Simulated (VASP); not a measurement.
Write the native input for VASP 6.6.1 that does the following.

| Property | Result |
| --- | --- |
| Task | single point |
| Functional | PBEsol |
| Potentials or basis | VASP PAW PBE potentials, release 64 (Hf_pv, N) |
| Cutoff | 520 eV |
| k mesh | 18 × 18 × 18 |
| Occupations | fermi-dirac, width 0.05 eV |
| Spin | no spin polarisation |
| Dipole correction | no |
| Further INCAR settings | ALGO = Normal; EDIFF = 1e-07; NBANDS = 14 |

The structure of HfN lies in POSCAR:

```
HfN
1.0
    0.0000000000      2.2482255275      2.2482255275
    2.2482255275      0.0000000000      2.2482255275
    2.2482255275      2.2482255275      0.0000000000
Hf N
1 1
Direct
    0.0000000000      0.0000000000      0.0000000000
    0.5000000000      0.5000000000      0.5000000000
```

These files were run (other wordings do the same):

INCAR

```
ALGO = Normal ; EDIFF = 1E-7
ENCUT = 520 ; GGA = PS
ISIF = 2 ; ISMEAR = -1
LASPH = T ; LCHARG = F
LREAL = F ; LWAVE = F
NBANDS = 14 ; NELM = 60
PREC = Accurate ; SIGMA = 0.05
```

KPOINTS

```
k-points
0
Gamma
  18 18 18
```

Potentials or basis: VASP PAW PBE potentials, release 64 (Hf_pv, N).

Run with:

```bash
$ cat potpaw_PBE.64/Hf_pv/POTCAR potpaw_PBE.64/N/POTCAR > POTCAR
$ mpirun -np 1 vasp_std > vasp.out
```

It gave:

```json
{"Pressure": "-1.2 GPa"}
```

Caveat: the PAW data sets were made with another functional, which shifts forces and pressure a little.

Wall time 59 s on 1 thread of Intel(R) Xeon(R) Platinum 8259CL CPU @ 2.50GHz (Skylake/Cascade Lake), on a shared host, peak memory 0.18 GiB.
